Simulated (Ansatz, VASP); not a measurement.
**Two plane-wave programs on BaO**

INCAR

```
PREC = Accurate
ENCUT = 600
EDIFF = 1E-6
ISMEAR = 0
SIGMA = 0.05
LREAL = F
LASPH = T
NELM = 120
ALGO = Normal
ISIF = 2
LWAVE = F
LCHARG = F
GGA = PE
NBANDS = 15
GGA_COMPAT = F
```

KPOINTS

```
Automatic mesh
0
Gamma
  12 12 12
```

Contents of POSCAR:

```
BaO
1.0
    0.0000000000      2.7500000000      2.7500000000
    2.7500000000      0.0000000000      2.7500000000
    2.7500000000      2.7500000000      0.0000000000
Ba O
1 1
Direct
    0.0000000000      0.0000000000      0.0000000000
    0.5000000000      0.5000000000      0.5000000000
```

Input for Ansatz:

```yaml
crystal:
  lattice:
    - [0.0, 2.75, 2.75]
    - [2.75, 0.0, 2.75]
    - [2.75, 2.75, 0.0]
  atoms:
    - { symbol: Ba, position: [0.0, 0.0, 0.0] }
    - { symbol: O, position: [0.5, 0.5, 0.5] }
basis:
  ecutwfc: 420
kpoints:
  mp_grid: { grid: [12, 12, 12] }
hamiltonian:
  xc: pbe
scf:
  occupations: { method: gaussian, width: 0.05 }
output:
  forces: true
  eigenvalues: true
  eigenstates:
    nscf_kmesh: { grid: [34, 34, 34] }
    top_band: c6
    de_dk: true
    localisation: true
  stress: true
checkpoint:
  write: ck
  compress: false
  write_wavefunctions: false
  write_every: 100000
```

Alike in both runs: task single point; functional PBE; k mesh 12 × 12 × 12; occupations gaussian, width 0.05 eV; no spin polarisation.

|  | VASP | Ansatz |
| --- | --- | --- |
| version | VASP 6.6.1 | Ansatz 0.2.0 |
| potentials or method | VASP PAW PBE potentials, release 64 (Ba_sv, O), cutoff 600 eV | scalar-relativistic, plane waves, PAW |
| valence electrons in the cell | 16 | 16 |

```tsv
	VASP	Ansatz	Ansatz less VASP
gap on the k mesh at the Fermi level (eV)	1.90	1.97	+0.068
pressure (GPa)	4.8	3.0	-1.79
```

Spin-orbit coupling is off throughout.
